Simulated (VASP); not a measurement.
Set up this calculation in VASP 6.6.1, as the native input.

```yaml
Task: single point
Functional: PBE
Potentials_or_basis: VASP PAW PBE potentials, release 64 (Bi_d)
Cutoff: 490 eV
k_mesh: 29 × 29 × 29
Occupations: tetrahedron, width 0.1 eV
Spin: no spin polarisation
Tolerance_level: tight
Purpose: density of states
K_density: 11 × 11 × 11
Further_INCAR_settings: ALGO = Normal; EDIFF = 1e-06; NBANDS = 22
```

The system is Bi.

```
Bi
1.0
    -1.98143    1.98143    1.98143
     1.98143   -1.98143    1.98143
     1.98143    1.98143   -1.98143
Bi
1
Direct
  0.00000 0.00000 0.00000
```

This isn't the form of Bi at room conditions, which is rhombohedral.

One way to write it, as run:

POSCAR

```
Bi
1.0
   -1.9814305318      1.9814305318      1.9814305318
    1.9814305318     -1.9814305318      1.9814305318
    1.9814305318      1.9814305318     -1.9814305318
Bi
1
Direct
    0.0000000000      0.0000000000      0.0000000000
```

INCAR.step1

```
GGA = PE ; ISMEAR = 1
SIGMA = 0.1 ; LWAVE = False
LCHARG = True ; NBANDS = 22
PREC = Accurate ; LASPH = True
LREAL = False ; ALGO = Normal
EDIFF = 1E-6 ; NELM = 120
GGA_COMPAT = False ; ENCUT = 490
```

KPOINTS.step1

```
k-points
0
Gamma
  11 11 11
```

INCAR.step2

```
GGA = PE ; ISMEAR = -5
LWAVE = False ; LCHARG = False
NBANDS = 22 ; PREC = Accurate
LASPH = True ; LREAL = False
ALGO = Normal ; EDIFF = 1E-6
NELM = 120 ; GGA_COMPAT = False
ENCUT = 490 ; NEDOS = 4001
LORBIT = 11 ; EMIN = -9.0786
EMAX = 15.9214 ; ICHARG = 11
```

KPOINTS.step2

```
Automatic mesh
0
Gamma
  29 29 29
  0 0 0
```

Potentials or basis: VASP PAW PBE potentials, release 64 (Bi_d).

Command:

```bash
$ cat potpaw_PBE.64/Bi_d/POTCAR > POTCAR
$ cp INCAR.step1 INCAR
$ cp KPOINTS.step1 KPOINTS
$ mpirun -np 1 vasp_std > vasp.out
$ cp INCAR.step2 INCAR
$ cp KPOINTS.step2 KPOINTS
$ mpirun -np 1 vasp_std > vasp.out
```

It gave:

```
Valence electrons inside the program's atomic spheres : Bi 12.73
Density of states at the Fermi level                  : 0.67 states/eV/atom
```

Caveat: spin-orbit coupling is left out, which moves the levels of the heavy elements.

Wall time 2.5 min on 1 thread of Intel(R) Xeon(R) 6975P-C (Granite Rapids) (shared host), peak memory 0.51 GiB.
